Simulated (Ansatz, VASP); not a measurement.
One calculation of NaCl, two programs

The input INCAR:

```
SYSTEM = NaCl
PREC = Accurate
ENCUT = 500
EDIFF = 1E-6
ISMEAR = 0
SIGMA = 0.05
LREAL = .FALSE.
LASPH = .TRUE.
NELM = 120
ALGO = Normal
ISIF = 2
LWAVE = .FALSE.
LCHARG = .TRUE.
GGA = PE
LELF = .TRUE.
LVHAR = .TRUE.
NBANDS = 14
GGA_COMPAT = .FALSE.
```

Contents of KPOINTS:

```
regular mesh
0
G
  8 8 8
  0 0 0
```

POSCAR

```
NaCl
1.0
    3.0784967398      0.0000000000      0.0000000000
    0.0000000000      3.0784967398      0.0000000000
    0.0000000000      0.0000000000      3.0784967398
Na Cl
1 1
Direct
    0.0000000000      0.0000000000      0.0000000000
    0.5000000000      0.5000000000      0.5000000000
```

Input for Ansatz:

```yaml
crystal:
  lattice:
    - [3.0784967398, 0.0, 0.0]
    - [0.0, 3.0784967398, 0.0]
    - [0.0, 0.0, 3.0784967398]
  atoms:
    - { symbol: Na, position: [0.0, 0.0, 0.0] }
    - { symbol: Cl, position: [0.5, 0.5, 0.5] }
basis:
  ecutwfc: 420
  ecutrho_ratio: 4
kpoints:
  mp_grid: { grid: [8, 8, 8] }
hamiltonian:
  xc: pbe
scf:
  occupations: { method: gaussian, width: 0.05 }
output:
  forces: true
  stress: true
  eigenvalues: true
```

Alike in both runs: task single point; functional PBE; k mesh 8 × 8 × 8; occupations gaussian, width 0.05 eV; no spin polarisation.

```csv
,VASP,Ansatz
version,VASP 6.6.1,Ansatz 0.2.0
potentials or method,"VASP PAW PBE potentials, release 64 (Na_pv, Cl), cutoff 500 eV","scalar-relativistic, plane waves, PAW"
valence electrons in the cell,14,16
```

|  | VASP | Ansatz | Ansatz less VASP |
| --- | --- | --- | --- |
| gap on the k mesh at the Fermi level (eV) | 5.11 | 5.08 | -0.031 |
| least direct gap on the mesh (eV) | 5.11 | 5.08 | -0.031 |
| pressure (GPa) | 24.9 | 25.0 | +0.03 |

The functional is the same, so the differences come from potentials, cutoffs and numerics. VASP's potentials hold 14 valence electrons a cell and Ansatz's 16, so a difference there can come from the potentials and not from the codes.
